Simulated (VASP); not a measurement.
Input of a VASP 6.6.1 run:

The input INCAR:

```
SYSTEM = B2N3O
ALGO     = Normal         ! electronic algorithm
EDIFF    = 1E-7           ! SCF threshold, eV
ENCUT    = 520            ! plane-wave cutoff, eV
GGA      = PE             ! functional
ISIF     = 2              ! what is computed and relaxed
ISMEAR   = 0              ! smearing method
ISPIN    = 2              ! spin polarisation
LASPH    = .True.         ! aspherical terms in the spheres
LCHARG   = .True.         ! write CHGCAR
LELF     = .True.         ! ELF
LORBIT   = 11             ! projections on sites
LREAL    = .False.        ! projectors in reciprocal space
LVHAR    = .True.       
LWAVE    = .False.        ! write WAVECAR
MAGMOM   = 0 0 1 1 1 1    ! initial moments
NBANDS   = 26             ! bands
NELM     = 150            ! most SCF steps
PREC     = Accurate       ! precision mode
SIGMA    = 0.1            ! smearing width, eV
```

Contents of KPOINTS:

```
k-points
0
Gamma
  6 6 4
  0 0 0
```

File POSCAR:

```
B2N3O
1.0
    3.1297004300      0.0000000000      0.0000000000
    0.0000000000      3.1297004300      0.0000000000
    0.0000000000      0.0000000000      5.7427081800
B N O
2 3 1
Direct
    0.0000000000      0.0000000000      0.3600756000
    0.0000000000      0.0000000000      0.6399244000
    0.0000000000      0.5000000000      0.8080149400
    0.5000000000      0.0000000000      0.1919850600
    0.0000000000      0.0000000000      0.0000000000
    0.5000000000      0.5000000000      0.0000000000
```

Potentials or basis: VASP PAW PBE potentials, release 64 (B, N, O).

Run with:

```sh
$ cat potpaw_PBE.64/B/POTCAR potpaw_PBE.64/N/POTCAR potpaw_PBE.64/O/POTCAR > POTCAR
$ mpirun -np 1 vasp_std > vasp.out
```

(1) Estimate the site moments.

(2) Predict the net moment.

(3) What does it give for the pressure?

## Answers

(1) B +0.02; N +0.08, +0.09 (each value once); O +0.36 μB.

(2) 0.78 μB per cell.

(3) -1.4 GPa.
